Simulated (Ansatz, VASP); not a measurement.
**Two plane-wave programs on SrTiO3**

INCAR

```
SYSTEM = SrTiO3
PREC = Accurate ; ENCUT = 520
EDIFF = 1E-8 ; ISMEAR = -1
SIGMA = 0.05 ; LREAL = .False.
LASPH = .True. ; NELM = 60
ALGO = Normal ; ISIF = 2
LWAVE = .False. ; LCHARG = .False.
GGA = PE ; LEFG = .True.
NBANDS = 28
```

KPOINTS

```
regular mesh
0
Gamma
  7 7 7
  0 0 0
```

The input POSCAR:

```
SrTiO3
1.0
    3.9050000000      0.0000000000      0.0000000000
    0.0000000000      3.9050000000      0.0000000000
    0.0000000000      0.0000000000      3.8269000000
Sr Ti O
1 1 3
Direct
    0.0000000000      0.0000000000      0.0000000000
    0.5000000000      0.5000000000      0.5000000000
    0.0000000000      0.5000000000      0.5000000000
    0.5000000000      0.0000000000      0.5000000000
    0.5000000000      0.5000000000      0.0000000000
```

Input for Ansatz:

```yaml
crystal:
  lattice:
    - [3.905, 0.0, 0.0]
    - [0.0, 3.905, 0.0]
    - [0.0, 0.0, 3.8269]
  atoms:
    - { symbol: Sr, position: [0.0, 0.0, 0.0] }
    - { symbol: Ti, position: [0.5, 0.5, 0.5] }
    - { symbol: O, position: [0.0, 0.5, 0.5] }
    - { symbol: O, position: [0.5, 0.0, 0.5] }
    - { symbol: O, position: [0.5, 0.5, 0.0] }
kpoints:
  mp_grid: { grid: [7, 7, 7] }
scf:
  occupations: { method: fermi_dirac, width: 0.05 }
hamiltonian:
  xc: pbe
  pseudopotentials: { kind: paw }
output:
  forces: true
  stress: true
  eigenvalues: true
  efg: { contact_densities: true }
```

Change from the starting cell: zz strain of -2 %, PAW files.

Alike in both runs: task electric field gradients; functional PBE; k mesh 7 × 7 × 7; occupations fermi-dirac, width 0.05 eV; no spin polarisation.

```csv
,VASP,Ansatz
version,VASP 6.6.1,Ansatz 0.2.0
potentials or method,"VASP PAW PBE potentials, release 64 (Sr_sv, Ti_sv, O)","PAW with Ansatz's default frozen-core files, scalar-relativistic"
plane-wave cutoff (eV),520,420
valence electrons in the cell,40,40
```

Ansatz gave:

```
gap on the k mesh at the Fermi level (eV)                     : 1.97
pressure (GPa)                                                : 8.4
traceless stress, the component that is largest in VASP (GPa) : 3.65
size of Vzz on the site where it differs most (V/Å²)          : 5.0
```

Task: What did VASP give for the same quantities?

Result: gap on the k mesh at the Fermi level (eV): 1.93; pressure (GPa): 9.1; traceless stress, the component that is largest in VASP (GPa): 3.70; size of Vzz on the site where it differs most (V/Å²): 3.3.

With one functional, cell and mesh, what is left measures potentials, basis and numerics.
